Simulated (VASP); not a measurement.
# Zr2GeW2 (P-3m1) in VASP: single point with PBE

Aim: the single point of Zr2GeW2 with PBE.

Program: VASP 6.6.1. These are calculated values, not measurements. Logs are shortened: lines on timing, memory, paths and dates and some standing lists are left out, and cuts for length are marked.

## Step 1: The cell of the first run

Symmetry: P-3m1, No. 164, trigonal system. Conventional cell: a = 4.291 Å, b = 4.291 Å, c = 6.064 Å, α = 90.00°, β = 90.00°, γ = 120.00°. Zr (site symmetry 3m) has 6 W at 2.57 to 2.89 Å and 3 Zr at 2.60 Å within 3.4 Å. Within 2.6 Å of Ge (site symmetry -3m) lie 2 W at 1.94 Å. Within 2.6 Å of W (site symmetry 3m) lie 1 Ge at 1.94 Å and 1 W at 2.18 Å and 3 Zr at 2.57 Å.

## Step 2: Single point, PBE

File INCAR:

```
SYSTEM = Zr2GeW2
PREC     = Accurate       ! precision mode
ENCUT    = 500            ! plane-wave cutoff, eV
EDIFF    = 1E-6           ! SCF threshold, eV
ISMEAR   = 0              ! smearing method
SIGMA    = 0.1            ! smearing width, eV
LREAL    = .FALSE.        ! projectors in reciprocal space
LASPH    = .TRUE.         ! aspherical terms in the spheres
NELM     = 120            ! most SCF steps
ALGO     = Normal         ! electronic algorithm
ISIF     = 2              ! what is computed and relaxed
LWAVE    = .FALSE.        ! write WAVECAR
LCHARG   = .FALSE.        ! write CHGCAR
GGA      = PE             ! functional
NBANDS   = 41             ! bands
GGA_COMPAT= .FALSE.
```

File KPOINTS:

```
Automatic mesh
0
G
  6 6 4
  0 0 0
```

File POSCAR:

```
Zr2GeW2
1.0
    4.2911266500      0.0000000000      0.0000000000
   -2.1455633200      3.7162246900      0.0000000000
    0.0000000000      0.0000000000      6.0643972700
Zr Ge W
2 1 2
Direct
    0.3333333300      0.6666666700      0.0649394800
    0.6666666700      0.3333333300      0.9350605200
    0.0000000000      0.0000000000      0.5000000000
    0.0000000000      0.0000000000      0.8202650000
    0.0000000000      0.0000000000      0.1797350000
```

Potentials or basis: VASP PAW PBE potentials, release 64 (Zr_sv, Ge_d, W_sv).

The run is started by

```sh
cat potpaw_PBE.64/Zr_sv/POTCAR potpaw_PBE.64/Ge_d/POTCAR potpaw_PBE.64/W_sv/POTCAR > POTCAR
mpirun -np 1 vasp_std > vasp.out
```

OUTCAR:

```text
SYSTEM = Zr2GeW2
   PREC = Accurate
   ENCUT = 500
   EDIFF = 1E-6
   ISMEAR = 0
   LREAL = .FALSE.
   LASPH = .TRUE.
   NELM = 120
   ISIF = 2
   GGA = PE

 ion  position               nearest neighbor table
   1  0.333  0.667  0.065-   5 2.57   5 2.57   5 2.57   2 2.60   2 2.60   2 2.60   4 2.89   4 2.89
                             4 2.89
   2  0.667  0.333  0.935-   4 2.57   4 2.57   4 2.57   1 2.60   1 2.60   1 2.60   5 2.89   5 2.89
                             5 2.89
   3  0.000  0.000  0.500-   4 1.94   5 1.94
   4  0.000  0.000  0.820-   3 1.94   5 2.18   2 2.57   2 2.57   2 2.57   1 2.89   1 2.89   1 2.89

   5  0.000  0.000  0.180-   3 1.94   4 2.18   1 2.57   1 2.57   1 2.57   2 2.89   2 2.89   2 2.89

  LATTYP: Found a hexagonal cell.
 ALAT       =     4.2911266500
 C/A-ratio  =     1.4132412685

  Lattice vectors:

 A1 = (   4.2911266500,   0.0000000000,   0.0000000000)
 A2 = (  -2.1455633200,   3.7162246900,   0.0000000000)
 A3 = (   0.0000000000,   0.0000000000,   6.0643972700)

Analysis of symmetry for initial positions (statically):
=====================================================================
 Subroutine PRICEL returns:
 Original cell was already a primitive cell.

 Routine SETGRP: Setting up the symmetry group for a
 hexagonal supercell.

 Subroutine GETGRP returns: Found 12 space group operations
 (whereof 12 operations were pure point group operations)
 out of a pool of 24 trial point group operations.

The static configuration has the point symmetry D_3d.

Analysis of symmetry for dynamics (positions and initial velocities):
=====================================================================
 Subroutine PRICEL returns:
 Original cell was already a primitive cell.

 Routine SETGRP: Setting up the symmetry group for a
 hexagonal supercell.

 Subroutine GETGRP returns: Found 12 space group operations
 (whereof 12 operations were pure point group operations)
 out of a pool of 24 trial point group operations.

The dynamic configuration has the point symmetry D_3d.

 Subroutine INISYM returns: Found 12 space group operations
 (whereof 12 operations are pure point group operations),
 and found     1 'primitive' translations

----------------------------------------------------------------------------------------

                                     Primitive cell

  volume of cell :      96.7077

  direct lattice vectors                    reciprocal lattice vectors
     4.291126650  0.000000000  0.000000000     0.233039032  0.134545147  0.000000000
    -2.145563320  3.716224690  0.000000000     0.000000000  0.269090296  0.000000000
     0.000000000  0.000000000  6.064397270     0.000000000  0.000000000  0.164896849

  length of vectors
     4.291126650  4.291126648  6.064397270     0.269090295  0.269090296  0.164896849

  position of ions in fractional coordinates (direct lattice)
     0.333333330  0.666666670  0.064939480
     0.666666670  0.333333330  0.935060520
     0.000000000  0.000000000  0.500000000
     0.000000000  0.000000000  0.820265000
     0.000000000  0.000000000  0.179735000

  ion indices of the primitive-cell ions
   primitive index   ion index
                 1           1
                 2           2
                 3           3
                 4           4
                 5           5

----------------------------------------------------------------------------------------

 KPOINTS: Automatic mesh

Automatic generation of k-mesh.
 Grid dimensions read from file:
 generate k-points for:    6    6    4

 Generating k-lattice:

  Cartesian coordinates                     Fractional coordinates (reciprocal lattice)
     0.038839839  0.022424191  0.000000000     0.166666667  0.000000000  0.000000000
     0.000000000  0.044848383  0.000000000     0.000000000  0.166666667  0.000000000
     0.000000000  0.000000000  0.041224212     0.000000000  0.000000000  0.250000000

  Length of vectors
     0.044848383  0.044848383  0.041224212

  Shift w.r.t. Gamma in fractional coordinates (k-lattice)
     0.000000000  0.000000000  0.000000000

 Subroutine IBZKPT returns following result:
 ===========================================

 Found     24 irreducible k-points:

 Following reciprocal coordinates:
            Coordinates               Weight
  0.000000  0.000000  0.000000      1.000000
  0.166667  0.000000  0.000000      6.000000
  0.333333 -0.000000  0.000000      6.000000
  0.500000 -0.000000  0.000000      3.000000
  0.166667  0.166667  0.000000      6.000000
  0.333333  0.166667  0.000000     12.000000
[... 16 lines left out ...]
  0.333333  0.166667  0.500000     12.000000
  0.333333  0.333333  0.500000      2.000000
   k-points           NKPTS =     24   k-points in BZ     NKDIM =     24   number of bands    NBANDS=     41
   number of dos      NEDOS =    301   number of ions     NIONS =      5
   total plane-waves  NPLWV =  49152
   dimension x,y,z NGX =    32 NGY =   32 NGZ =   48
   dimension x,y,z NGXF=    64 NGYF=   64 NGZF=   96
   ions per type =               2   1   2
   NGX,Y,Z   is equivalent  to a cutoff of  12.40, 12.40, 13.16 a.u.
   NGXF,Y,Z  is equivalent  to a cutoff of  24.79, 24.79, 26.32 a.u.
 SYSTEM =  Zr2GeW2
   PREC   = accura    normal or accurate (medium, high low for compatibility)
   ISTART =      0    job   : 0-new  1-cont  2-samecut
   ICHARG =      2    charge: 1-file 2-atom 10-const
   ISPIN  =      1    spin polarized calculation?
   LNONCOLLINEAR =      F non collinear calculations
   LSORBIT =      F    spin-orbit coupling
   LASPH  =      T    aspherical Exc in radial PAW
   ENCUT  =  500.0 eV  36.75 Ry    6.06 a.u.   7.82  7.82 11.06*2*pi/ulx,y,z
   NELM   =    120;   NELMIN=  2; NELMDL= -5     # of ELM steps
   EDIFF  = 0.1E-05   stopping-criterion for ELM
   LREAL  =      F    real-space projection
   EDIFFG = 0.1E-04   stopping-criterion for IOM
   NSW    =      0    number of steps for IOM
   IBRION =     -1    ionic relax: 0-MD 1-quasi-New 2-CG
   NFREE  =      0    steps in history (QN), initial steepest desc. (CG)
   ISIF   =      2    stress and relaxation
   ISYM   =      2    0-nonsym 1-usesym 2-fastsym
   POTIM  = 0.5000    time-step for ionic-motion
   TEBEG  =    0.0;   TEEND  =   0.0 temperature during run
   PSTRESS=    0.0 pullay stress
   NELECT =      66.0000    total number of electrons
   NUPDOWN=      -1.0000    fix difference up-down
   EMIN   =  10.00;   EMAX   =-10.00  energy-range for DOS
   EFERMI =   0.00;   METHOD = LEGACY
   ISMEAR =     0;   SIGMA  =   0.10  broadening in eV -4-tet -1-fermi 0-gaus
   EFERMI_NEDOS =   21; number of points for ismear=-14 and -15
   IALGO  =     38    algorithm
   IMIX   =      4    mixing-type and parameters
     AMIX     =   0.40;   BMIX     =  1.00
     AMIX_MAG =   1.60;   BMIX_MAG =  1.00
  volume/ion in A,a.u.               =      19.34       130.52
  Fermi-wavevector in a.u.,A,eV,Ry     =   1.441349  2.723755 28.265927  2.077487
  Thomas-Fermi vector in A             =   2.559991
   LORBIT       =      0    0 simple, 1 ext, 2 COOP (PROOUT), +10 PAW based schemes
   GGA     = PE    functional components
   LHFCALC =     F    Hartree Fock is set to
   AEXX    =    0.0000 exact exchange contribution
   IVDW    =     0    specifies the selected vdW correction
   LEPSILON=     F    determine dielectric tensor
   LRPA    =     F    only Hartree local field effects (RPA)
 non-spin polarized calculation
 Gauss-broadening in eV      SIGMA  =   0.10
  energy-cutoff  :      500.00
  volume of cell :       96.71
 maximum number of plane-waves:      2478
 NGX is ok and might be reduce to    32
   NGX = 15   NGY = 15   NGZ = 23

 number of electron      66.0000011 magnetization

 Free energy of the ion-electron system (eV)
  ---------------------------------------------------
  ext. energy  EPLUGINS =         0.00000000
  ---------------------------------------------------
  free energy    TOTEN  =       -30.98177092 eV

  energy without entropy =      -30.96883650  energy(sigma->0) =      -30.97530371

 E-fermi :   8.3243     XC(G=0): -11.3818

 val. band max:        8.3122943866   @ k =   0.5000  -0.0000   0.0000
 cond. band min:       8.3676528699   @ k =   0.3333   0.3333   0.0000
 fundamental gap:      0.0553584833
 Fermi energy:         8.3242869786

 k-point     1 :       0.0000    0.0000    0.0000
  band No.  band energies     occupation
      1     -64.7105      2.00000
      2     -64.3233      2.00000
      3     -39.9556      2.00000
      4     -39.2594      2.00000
      5     -31.2238      2.00000
      6     -29.1157      2.00000
[... 33 lines left out ...]
     40      11.8398      0.00000
     41      13.0780      0.00000

 k-point     2 :       0.1667    0.0000    0.0000
  band No.  band energies     occupation
      1     -64.7103      2.00000
      2     -64.3232      2.00000
      3     -39.9204      2.00000
      4     -39.3042      2.00000
      5     -31.2289      2.00000
      6     -29.1207      2.00000
[... 33 lines left out ...]
     40      11.8324      0.00000
     41      12.5038      0.00000

 k-point     3 :       0.3333   -0.0000    0.0000
  band No.  band energies     occupation
      1     -64.7101      2.00000
      2     -64.3231      2.00000
      3     -39.8262      2.00000
      4     -39.4178      2.00000
      5     -31.2392      2.00000
      6     -29.1307      2.00000
[... 33 lines left out ...]
     40      11.6852      0.00000
     41      12.3270      0.00000

 k-point     4 :       0.5000   -0.0000    0.0000
  band No.  band energies     occupation
      1     -64.7100      2.00000
      2     -64.3231      2.00000
      3     -39.7485      2.00000
      4     -39.5054      2.00000
      5     -31.2444      2.00000
      6     -29.1357      2.00000
[... 825 lines left out ...]
     40      12.1467      0.00000
     41      12.9333      0.00000

 k-point    23 :       0.3333    0.1667    0.5000
  band No.  band energies     occupation
      1     -64.7046      2.00000
      2     -64.3288      2.00000
      3     -39.7463      2.00000
      4     -39.5078      2.00000
      5     -31.0984      2.00000
      6     -29.1275      2.00000
[... 33 lines left out ...]
     40      12.3497      0.00000
     41      13.1342      0.00000

 k-point    24 :       0.3333    0.3333    0.5000
  band No.  band energies     occupation
      1     -64.7045      2.00000
      2     -64.3288      2.00000
      3     -39.6296      2.00000
      4     -39.6296      2.00000
      5     -31.1014      2.00000
      6     -29.0945      2.00000
[... 33 lines left out ...]
     40      12.2383      0.00000
     41      12.9682      0.00000

------------------------ aborting loop because EDIFF is reached ----------------------------------------

  FORCE on cell =-STRESS in cart. coord.  units (eV):
  Direction    XX          YY          ZZ          XY          YZ          ZX
  --------------------------------------------------------------------------------------
  -------------------------------------------------------------------------------------
  Total       27.2905986     27.2905986     88.6672823      0.0000000      0.0000000      0.0000000
  in kB      452.1293527    452.1293527   1468.9703814      0.0000006      0.0000000      0.0000000
  external PRESSURE =     791.0763623 kB  Pullay stress =       0.0000000 kB

 VOLUME and BASIS-vectors are now :
 -----------------------------------------------------------------------------
  energy-cutoff  :      500.00
  volume of cell :       96.71
      direct lattice vectors                 reciprocal lattice vectors
     4.291126650  0.000000000  0.000000000     0.233039032  0.134545147  0.000000000
    -2.145563320  3.716224690  0.000000000     0.000000000  0.269090296  0.000000000
     0.000000000  0.000000000  6.064397270     0.000000000  0.000000000  0.164896849

 POSITION                                       TOTAL-FORCE (eV/Angst)
 -----------------------------------------------------------------------------------
     -0.00000      2.47748      0.39382        -0.000000      0.000000      2.452426
      2.14556      1.23874      5.67058         0.000000     -0.000000     -2.452426
      0.00000      0.00000      3.03220        -0.000000      0.000000      0.000000
      0.00000      0.00000      4.97441        -0.000000      0.000000      9.502950
      0.00000      0.00000      1.08998        -0.000000      0.000000     -9.502950
 -----------------------------------------------------------------------------------
    total drift:                                0.000000     -0.000000      0.000000

  FREE ENERGIE OF THE ION-ELECTRON SYSTEM (eV)
  ---------------------------------------------------
  free  energy   TOTEN  =       -30.9817709205 eV

  energy  without entropy=      -30.9688365011  energy(sigma->0) =      -30.97530371
```

It took 75 s on 1 thread of Intel Xeon Platinum 8375C at 2.90GHz (Ice Lake), shared host; peak memory 0.25 GiB.

What came out:

| Item | Value |
| --- | --- |
| Free energy | -30.9818 eV |
| Pressure | 79.1 GPa |
| Largest force | 9.503 eV/Å |
| Band gap on the k mesh | zero (band 33 reaches 8.64 eV, above the bottom of band 34 at 7.82 eV) |

Forces in eV/Å, atoms in the order of the input:
```
Zr   0.000  0.000  2.452
Zr   0.000  0.000 -2.452
Ge   0.000  0.000  0.000
W    0.000  0.000  9.503
W    0.000  0.000 -9.503
```

Levels at points of the mesh, in eV from the Fermi level:
```csv
k point,band 29,band 30,band 31,band 32,band 33,band 34,band 35,band 36,band 37,band 38
"(0.00, 0.00, 0.00)",-1.50,-0.51,-0.51,-0.28,0.08,0.08,0.57,0.57,2.20,2.20
"(0.50, 0.00, 0.00)",-1.74,-1.55,-1.09,-0.01,0.06,0.31,0.69,0.85,1.18,2.25
"(0.00, 0.00, 0.50)",-1.48,-1.14,-1.14,-0.40,-0.40,0.12,0.12,0.28,2.20,2.61
"(0.50, 0.00, 0.50)",-2.05,-1.95,-1.47,-1.44,-1.10,-0.50,0.56,0.75,2.29,3.48
```

Caveat: spin-orbit coupling is left out, which moves the levels of the heavy elements; forces of over 1 eV/Å act on the atoms, so gaps and moduli don't describe the material at rest.
